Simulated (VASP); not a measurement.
# KF (R-3m) in VASP: further runs

KF is run at these levels: PBE; tasks: single point.

All numbers are computed with VASP 6.6.1; they aren't measurements. Logs are shortened: lines on timing, memory, paths and dates and some standing lists are left out, and cuts for length are marked.

### Step 1. The cell of the first run

The structure is trigonal, space group R-3m (No. 166). Conventional cell: a = 3.874 Å, b = 3.874 Å, c = 9.339 Å, α = 90.00°, β = 90.00°, γ = 120.00°. Within 3.6 Å of K (site symmetry -3m) lie 6 F at 2.73 Å. F (site symmetry -3m) has 6 K at 2.73 Å within 3.6 Å.

### Step 2. Single point, PBE (20.23 Å³/atom)

The input, INCAR:

```
PREC = Accurate
ENCUT = 520
EDIFF = 1E-6
ISMEAR = 0
SIGMA = 0.05
LREAL = F
LASPH = T
NELM = 100
ALGO = Normal
ISIF = 2
LWAVE = F
LCHARG = F
GGA = PE
NBANDS = 15
```

The input, KPOINTS:

```
regular mesh
0
Gamma
  8 8 8
```

The input, POSCAR:

```
KF
1.0
   -0.0290388590      2.7104761442      2.7104761442
    2.7104761442     -0.0290388590      2.7104761442
    2.7104761442      2.7104761442     -0.0290388590
K F
1 1
Direct
    0.0000000000      0.0000000000      0.0000000000
    0.5000000000      0.5000000000      0.5000000000
```

Potentials or basis: VASP PAW PBE potentials, release 64 (K_sv, F).

Run with:

```
$ cat potpaw_PBE.64/K_sv/POTCAR potpaw_PBE.64/F/POTCAR > POTCAR
$ mpirun -np 1 vasp_std > vasp.out
```

OUTCAR:

```text
PREC = Accurate
   ENCUT = 520
   EDIFF = 1E-6
   ISMEAR = 0
   LREAL = F
   LASPH = T
   NELM = 100
   ISIF = 2
   GGA = PE

 ion  position               nearest neighbor table
   1  0.000  0.000  0.000-   2 2.73   2 2.73   2 2.73   2 2.73   2 2.73   2 2.73
   2  0.500  0.500  0.500-   1 2.73   1 2.73   1 2.73   1 2.73   1 2.73   1 2.73

  LATTYP: Found a trigonal (rhomboedric) cell.
 ALAT       =     3.8333021159
 COS(alpha) =     0.4892583576

  Lattice vectors:

 A1 = (  -0.0290388590,   2.7104761442,   2.7104761442)
 A2 = (   2.7104761442,  -0.0290388590,   2.7104761442)
 A3 = (   2.7104761442,   2.7104761442,  -0.0290388590)

Analysis of symmetry for initial positions (statically):
=====================================================================
 Subroutine PRICEL returns:
 Original cell was already a primitive cell.

 Routine SETGRP: Setting up the symmetry group for a
 trigonal (rhombohedral) supercell.

 Subroutine GETGRP returns: Found 12 space group operations
 (whereof 12 operations were pure point group operations)
 out of a pool of 12 trial point group operations.

The static configuration has the point symmetry D_3d.

Analysis of symmetry for dynamics (positions and initial velocities):
=====================================================================
 Subroutine PRICEL returns:
 Original cell was already a primitive cell.

 Routine SETGRP: Setting up the symmetry group for a
 trigonal (rhombohedral) supercell.

 Subroutine GETGRP returns: Found 12 space group operations
 (whereof 12 operations were pure point group operations)
 out of a pool of 12 trial point group operations.

The dynamic configuration has the point symmetry D_3d.

 Subroutine INISYM returns: Found 12 space group operations
 (whereof 12 operations are pure point group operations),
 and found     1 'primitive' translations

----------------------------------------------------------------------------------------

                                     Primitive cell

  volume of cell :      40.4660

  direct lattice vectors                    reciprocal lattice vectors
    -0.029038859  2.710476144  2.710476144    -0.181531104  0.183497011  0.183497011
     2.710476144 -0.029038859  2.710476144     0.183497011 -0.181531104  0.183497011
     2.710476144  2.710476144 -0.029038859     0.183497011  0.183497011 -0.181531104

  length of vectors
     3.833302116  3.833302116  3.833302116     0.316695198  0.316695198  0.316695198

  position of ions in fractional coordinates (direct lattice)
     0.000000000  0.000000000  0.000000000
     0.500000000  0.500000000  0.500000000

  ion indices of the primitive-cell ions
   primitive index   ion index
                 1           1
                 2           2

----------------------------------------------------------------------------------------

 KPOINTS: regular mesh

Automatic generation of k-mesh.
 Grid dimensions read from file:
 generate k-points for:    8    8    8

 Generating k-lattice:

  Cartesian coordinates                     Fractional coordinates (reciprocal lattice)
    -0.022691388  0.022937126  0.022937126     0.125000000  0.000000000  0.000000000
     0.022937126 -0.022691388  0.022937126     0.000000000  0.125000000  0.000000000
     0.022937126  0.022937126 -0.022691388     0.000000000  0.000000000  0.125000000

  Length of vectors
     0.039586900  0.039586900  0.039586900

  Shift w.r.t. Gamma in fractional coordinates (k-lattice)
     0.000000000  0.000000000  0.000000000

 Subroutine IBZKPT returns following result:
 ===========================================

 Found     65 irreducible k-points:

 Following reciprocal coordinates:
            Coordinates               Weight
  0.000000  0.000000  0.000000      1.000000
  0.125000  0.000000  0.000000      6.000000
  0.250000  0.000000  0.000000      6.000000
  0.375000  0.000000 -0.000000      6.000000
  0.500000  0.000000  0.000000      3.000000
  0.125000  0.125000  0.000000      6.000000
[... 16 lines left out ...]
  0.250000  0.125000  0.125000      6.000000
  0.375000  0.125000  0.125000      6.000000
 [... further k-points ...]
   k-points           NKPTS =     65   k-points in BZ     NKDIM =     65   number of bands    NBANDS=     15
   number of dos      NEDOS =    301   number of ions     NIONS =      2
   total plane-waves  NPLWV =  27000
   dimension x,y,z NGX =    30 NGY =   30 NGZ =   30
   dimension x,y,z NGXF=    60 NGYF=   60 NGZF=   60
   ions per type =               1   1
   NGX,Y,Z   is equivalent  to a cutoff of  13.01, 13.01, 13.01 a.u.
   NGXF,Y,Z  is equivalent  to a cutoff of  26.02, 26.02, 26.02 a.u.
 SYSTEM =  unknown system
   PREC   = accura    normal or accurate (medium, high low for compatibility)
   ISTART =      0    job   : 0-new  1-cont  2-samecut
   ICHARG =      2    charge: 1-file 2-atom 10-const
   ISPIN  =      1    spin polarized calculation?
   LNONCOLLINEAR =      F non collinear calculations
   LSORBIT =      F    spin-orbit coupling
   LASPH  =      T    aspherical Exc in radial PAW
   ENCUT  =  520.0 eV  38.22 Ry    6.18 a.u.   7.13  7.13  7.13*2*pi/ulx,y,z
   NELM   =    100;   NELMIN=  2; NELMDL= -5     # of ELM steps
   EDIFF  = 0.1E-05   stopping-criterion for ELM
   LREAL  =      F    real-space projection
   EDIFFG = 0.1E-04   stopping-criterion for IOM
   NSW    =      0    number of steps for IOM
   IBRION =     -1    ionic relax: 0-MD 1-quasi-New 2-CG
   NFREE  =      0    steps in history (QN), initial steepest desc. (CG)
   ISIF   =      2    stress and relaxation
   ISYM   =      2    0-nonsym 1-usesym 2-fastsym
   POTIM  = 0.5000    time-step for ionic-motion
   TEBEG  =    0.0;   TEEND  =   0.0 temperature during run
   PSTRESS=    0.0 pullay stress
   NELECT =      16.0000    total number of electrons
   NUPDOWN=      -1.0000    fix difference up-down
   EMIN   =  10.00;   EMAX   =-10.00  energy-range for DOS
   EFERMI =   0.00;   METHOD = LEGACY
   ISMEAR =     0;   SIGMA  =   0.05  broadening in eV -4-tet -1-fermi 0-gaus
   EFERMI_NEDOS =   21; number of points for ismear=-14 and -15
   IALGO  =     38    algorithm
   IMIX   =      4    mixing-type and parameters
     AMIX     =   0.40;   BMIX     =  1.00
     AMIX_MAG =   1.60;   BMIX_MAG =  1.00
  volume/ion in A,a.u.               =      20.23       136.54
  Fermi-wavevector in a.u.,A,eV,Ry     =   1.201576  2.270650 19.643900  1.443786
  Thomas-Fermi vector in A             =   2.337381
   LORBIT       =      0    0 simple, 1 ext, 2 COOP (PROOUT), +10 PAW based schemes
   GGA     = PE    functional components
   LHFCALC =     F    Hartree Fock is set to
   AEXX    =    0.0000 exact exchange contribution
   IVDW    =     0    specifies the selected vdW correction
   LEPSILON=     F    determine dielectric tensor
   LRPA    =     F    only Hartree local field effects (RPA)
 non-spin polarized calculation
 Gauss-broadening in eV      SIGMA  =   0.05
  energy-cutoff  :      520.00
  volume of cell :       40.47
 maximum number of plane-waves:      1105
 NGX is ok and might be reduce to    30
   NGX = 15   NGY = 15   NGZ = 15

 number of electron      15.9999993 magnetization

 Free energy of the ion-electron system (eV)
  ---------------------------------------------------
  ext. energy  EPLUGINS =         0.00000000
  ---------------------------------------------------
  free energy    TOTEN  =        -8.29857817 eV

  energy without entropy =       -8.29857817  energy(sigma->0) =       -8.29857817

 E-fermi :  -2.7123     XC(G=0):  -8.1402

 val. band max:       -2.9422901802   @ k =   0.0000   0.0000   0.0000
 cond. band min:       2.9128603378   @ k =   0.0000   0.0000   0.0000
 fundamental gap:      5.8551505180
 Fermi energy:        -2.7122631154

 k-point     1 :       0.0000    0.0000    0.0000
  band No.  band energies     occupation
      1     -29.2616      2.00000
      2     -21.5778      2.00000
      3     -12.5520      2.00000
      4     -12.5520      2.00000
      5     -12.5482      2.00000
      6      -2.9580      2.00000
      7      -2.9580      2.00000
      8      -2.9423      2.00000
      9       2.9129      0.00000
     10       7.5053      0.00000
     11       7.5053      0.00000
     12       7.6602      0.00000
     13       9.1542      0.00000
     14       9.1542      0.00000
     15      13.5934      0.00000

 k-point     2 :       0.1250    0.0000    0.0000
  band No.  band energies     occupation
      1     -29.2514      2.00000
      2     -21.5871      2.00000
      3     -12.5867      2.00000
      4     -12.5562      2.00000
      5     -12.5539      2.00000
      6      -3.0846      2.00000
      7      -3.0036      2.00000
      8      -2.9882      2.00000
      9       3.3210      0.00000
     10       7.2853      0.00000
     11       7.6959      0.00000
     12       7.8404      0.00000
     13       9.2819      0.00000
     14       9.2845      0.00000
     15      14.2856      0.00000

 k-point     3 :       0.2500    0.0000    0.0000
  band No.  band energies     occupation
      1     -29.2266      2.00000
      2     -21.6089      2.00000
      3     -12.6708      2.00000
      4     -12.5665      2.00000
      5     -12.5661      2.00000
      6      -3.3569      2.00000
      7      -3.1116      2.00000
      8      -3.0930      2.00000
      9       4.3519      0.00000
     10       6.9400      0.00000
     11       8.1647      0.00000
     12       8.3153      0.00000
     13       9.6862      0.00000
     14       9.6998      0.00000
     15      15.0788      0.00000
[... 343 lines left out ...]
 k-point    23 :       0.2500    0.1250    0.1250
  band No.  band energies     occupation
      1     -29.2356      2.00000
      2     -21.5978      2.00000
      3     -12.6248      2.00000
      4     -12.6035      2.00000
      5     -12.5503      2.00000
      6      -3.2614      2.00000
      7      -3.0992      2.00000
      8      -2.9923      2.00000
      9       3.9342      0.00000
     10       6.9878      0.00000
     11       7.9346      0.00000
     12       8.2202      0.00000
     13       9.4455      0.00000
     14       9.5009      0.00000
     15      15.1974      0.00000

 k-point    24 :       0.3750    0.1250    0.1250
  band No.  band energies     occupation
      1     -29.2110      2.00000
      2     -21.6159      2.00000
      3     -12.7087      2.00000
      4     -12.6370      2.00000
      5     -12.5605      2.00000
      6      -3.4707      2.00000
      7      -3.2010      2.00000
      8      -3.0648      2.00000
      9       4.9841      0.00000
     10       6.7335      0.00000
     11       8.4391      0.00000
     12       8.5974      0.00000
     13       9.8081      0.00000
     14      10.1936      0.00000
     15      14.4695      0.00000

 [... further k-points ...]

------------------------ aborting loop because EDIFF is reached ----------------------------------------

  FORCE on cell =-STRESS in cart. coord.  units (eV):
  Direction    XX          YY          ZZ          XY          YZ          ZX
  --------------------------------------------------------------------------------------
  -------------------------------------------------------------------------------------
  Total       -0.1134187     -0.1134187     -0.1134187      0.0356199      0.0356199      0.0356199
  in kB       -4.4906048     -4.4906048     -4.4906048      1.4103053      1.4103053      1.4103053
  external PRESSURE =      -4.4906048 kB  Pullay stress =       0.0000000 kB

 VOLUME and BASIS-vectors are now :
 -----------------------------------------------------------------------------
  energy-cutoff  :      520.00
  volume of cell :       40.47
      direct lattice vectors                 reciprocal lattice vectors
    -0.029038859  2.710476144  2.710476144    -0.181531104  0.183497011  0.183497011
     2.710476144 -0.029038859  2.710476144     0.183497011 -0.181531104  0.183497011
     2.710476144  2.710476144 -0.029038859     0.183497011  0.183497011 -0.181531104

 POSITION                                       TOTAL-FORCE (eV/Angst)
 -----------------------------------------------------------------------------------
      0.00000      0.00000      0.00000        -0.000000      0.000000     -0.000000
      2.69596      2.69596      2.69596         0.000000     -0.000000      0.000000
 -----------------------------------------------------------------------------------
    total drift:                                0.000000      0.000000      0.000000

  FREE ENERGIE OF THE ION-ELECTRON SYSTEM (eV)
  ---------------------------------------------------
  free  energy   TOTEN  =        -8.2985781747 eV

  energy  without entropy=       -8.2985781747  energy(sigma->0) =       -8.29857817
```

Run time: 45 s. Hardware: 1 thread of Intel Xeon Platinum 8259CL at 2.50GHz (Skylake/Cascade Lake), shared host; peak memory 0.19 GiB.

What came out:

| Property | Result |
| --- | --- |
| Free energy | -8.2986 eV |
| Pressure | -0.4 GPa |
| Band gap on the k mesh | 5.86 eV |

A k mesh can miss the band edges. A hybrid or GW would open this gap; PBE tends to underestimate it.

### Step 3. Single point, PBE (20.23 Å³/atom)

The input, INCAR:

```
ALGO = Normal
EDIFF = 1E-6
ENCUT = 520
GGA = PE
ISIF = 2
ISMEAR = 0
LASPH = True
LCHARG = False
LREAL = False
LWAVE = False
NBANDS = 15
NELM = 60
PREC = Accurate
SIGMA = 0.05
```

The input, KPOINTS:

```
k-points
0
Gamma
  8 8 8
```

The input, POSCAR:

```
KF
1.0
    0.0292718914      2.7396322098      2.7396322098
    2.7396322098      0.0292718914      2.7396322098
    2.7396322098      2.7396322098      0.0292718914
K F
1 1
Direct
    0.0000000000      0.0000000000      0.0000000000
    0.5000000000      0.5000000000      0.5000000000
```

Potentials or basis: VASP PAW PBE potentials, release 64 (K_sv, F).

Run with:

```
$ cat potpaw_PBE.64/K_sv/POTCAR potpaw_PBE.64/F/POTCAR > POTCAR
$ mpirun -np 1 vasp_std > vasp.out
```

OUTCAR:

```text
EDIFF = 1E-6
   ENCUT = 520
   GGA = PE
   ISIF = 2
   ISMEAR = 0
   LASPH = True
   LREAL = False
   NELM = 60
   PREC = Accurate

 ion  position               nearest neighbor table
   1  0.000  0.000  0.000-   2 2.73   2 2.73   2 2.73   2 2.73   2 2.73   2 2.73
   2  0.500  0.500  0.500-   1 2.73   1 2.73   1 2.73   1 2.73   1 2.73   1 2.73

  LATTYP: Found a trigonal (rhomboedric) cell.
 ALAT       =     3.8745356023
 COS(alpha) =     0.5106554578

  Lattice vectors:

[... 620 lines left out ...]
------------------------ aborting loop because EDIFF is reached ----------------------------------------

  FORCE on cell =-STRESS in cart. coord.  units (eV):
  Direction    XX          YY          ZZ          XY          YZ          ZX
  --------------------------------------------------------------------------------------
  -------------------------------------------------------------------------------------
  Total       -0.1134285     -0.1134285     -0.1134285     -0.0380460     -0.0380460     -0.0380460
  in kB       -4.4909930     -4.4909930     -4.4909930     -1.5063613     -1.5063613     -1.5063613
  external PRESSURE =      -4.4909930 kB  Pullay stress =       0.0000000 kB

 VOLUME and BASIS-vectors are now :
 -----------------------------------------------------------------------------
  energy-cutoff  :      520.00
  volume of cell :       40.47
      direct lattice vectors                 reciprocal lattice vectors
     0.029271891  2.739632210  2.739632210    -0.185457614  0.183497020  0.183497020
     2.739632210  0.029271891  2.739632210     0.183497020 -0.185457614  0.183497020
     2.739632210  2.739632210  0.029271891     0.183497020  0.183497020 -0.185457614

 POSITION                                       TOTAL-FORCE (eV/Angst)
 -----------------------------------------------------------------------------------
      0.00000      0.00000      0.00000        -0.000000      0.000000     -0.000000
      2.75427      2.75427      2.75427         0.000000     -0.000000      0.000000
 -----------------------------------------------------------------------------------
    total drift:                                0.000000      0.000000      0.000000

  FREE ENERGIE OF THE ION-ELECTRON SYSTEM (eV)
  ---------------------------------------------------
  free  energy   TOTEN  =        -8.2985453507 eV

  energy  without entropy=       -8.2985453507  energy(sigma->0) =       -8.29854535
```

It took 50 s on 1 thread of Intel Xeon Platinum 8259CL at 2.50GHz (Skylake/Cascade Lake), shared host; peak memory 0.18 GiB.

Results:

```
Free energy            : -8.2985 eV
Pressure               : -0.4 GPa
Band gap on the k mesh : 5.86 eV
```

Levels at points of the mesh, in eV from the valence-band top:
| k point | band 4 | band 5 | band 6 | band 7 | band 8 | band 9 | band 10 | band 11 | band 12 | band 13 |
| --- | --- | --- | --- | --- | --- | --- | --- | --- | --- | --- |
| (0.00, 0.00, 0.00) | -9.60 | -9.60 | -0.02 | 0.00 | 0.00 | 5.86 | 10.40 | 10.55 | 10.55 | 12.10 |
| (0.50, 0.00, 0.00) | -9.64 | -9.64 | -0.73 | -0.32 | -0.30 | 8.83 | 10.18 | 11.72 | 11.86 | 13.88 |
| (0.50, 0.50, 0.00) | -9.78 | -9.77 | -0.24 | -0.08 | -0.07 | 8.14 | 9.97 | 11.34 | 13.29 | 13.85 |
| (0.50, 0.50, 0.50) | -9.63 | -9.63 | -0.74 | -0.29 | -0.29 | 8.77 | 10.12 | 11.77 | 11.77 | 13.90 |

A k mesh can miss the band edges. A hybrid or GW would open this gap; PBE tends to underestimate it.

(Part 1 of 2 ends here.)
